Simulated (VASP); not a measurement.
# VWC2: single point with PBEsol+D4

Crystal: VWC2.

```
CELL_PARAMETERS angstrom
1.49667 0.86410 4.85686
-1.49667 0.86410 4.85686
0.00000 -1.72821 4.85686
ATOMIC_POSITIONS crystal
W 0.00000 0.00000 0.00000
V 0.50000 0.50000 0.50000
C 0.24615 0.24615 0.24615
C 0.75385 0.75385 0.75385
```

```yaml
Program: VASP 6.6.1
Task: single point
Functional: PBEsol
Dispersion: D4
Potentials_or_basis: VASP PAW PBE potentials, release 64 (W_sv, V_sv, C)
Cutoff: 520 eV
k_mesh: 10 × 10 × 10
Occupations: fermi-dirac, width 0.05 eV
Spin: collinear spin, ferromagnetic start
Starting_moments: "[0.0, 2.0, 0.0, 0.0] μB"
```

```yaml
Pressure: 0.7 GPa
Largest_force: 0.028 eV/Å
Net_moment: 0.00 μB per cell
Valence_electrons_inside_the_program's_atomic_spheres: W 12.24; V 11.79; C 2.45
Dispersion_energy_per_atom: -0.250 eV
```

Forces on the atoms (eV/Å):
```
W    0.000  0.000  0.000
V    0.000  0.000  0.000
C    0.000  0.000 -0.028
C    0.000  0.000  0.028
```

Stress tensor (GPa, compression positive):
```
0.70 0.00 0.00
0.00 0.70 0.00
0.00 0.00 0.84
```

Levels at points of the mesh, in eV from the Fermi level:
Spin up:
| k point | band 15 | band 16 | band 17 | band 18 | band 19 | band 20 | band 21 | band 22 |
| --- | --- | --- | --- | --- | --- | --- | --- | --- |
| (0.00, 0.00, 0.00) | -1.97 | -1.87 | -0.48 | -0.48 | -0.10 | -0.10 | -0.02 | 1.17 |
| (0.50, 0.00, 0.00) | -4.70 | -3.89 | -0.87 | -0.57 | 0.96 | 1.63 | 2.28 | 3.24 |
| (0.50, 0.50, 0.00) | -4.72 | -1.86 | -1.79 | 0.74 | 0.98 | 1.07 | 1.78 | 2.48 |
| (0.50, 0.50, 0.50) | -3.88 | -3.88 | -0.61 | -0.61 | -0.39 | -0.39 | 0.67 | 1.28 |
Spin down:
```csv
k point,band 16,band 17,band 18,band 19,band 20,band 21
"(0.00, 0.00, 0.00)",-1.87,-0.48,-0.48,-0.10,-0.10,-0.02
"(0.50, 0.00, 0.00)",-3.89,-0.87,-0.57,0.96,1.63,2.28
"(0.50, 0.50, 0.00)",-1.86,-1.79,0.74,0.98,1.07,1.78
"(0.50, 0.50, 0.50)",-3.88,-0.61,-0.61,-0.39,-0.39,0.67
```

Wall time 6.3 min on 1 thread of Intel(R) Xeon(R) Platinum 8488C (Sapphire Rapids), with other jobs on the host, peak memory 0.44 GiB.

Caveat: the moments typed at the start vanished in this run; the PAW data sets were made with another functional, which shifts forces and pressure a little; spin-orbit coupling is left out, which moves the levels of the heavy elements.
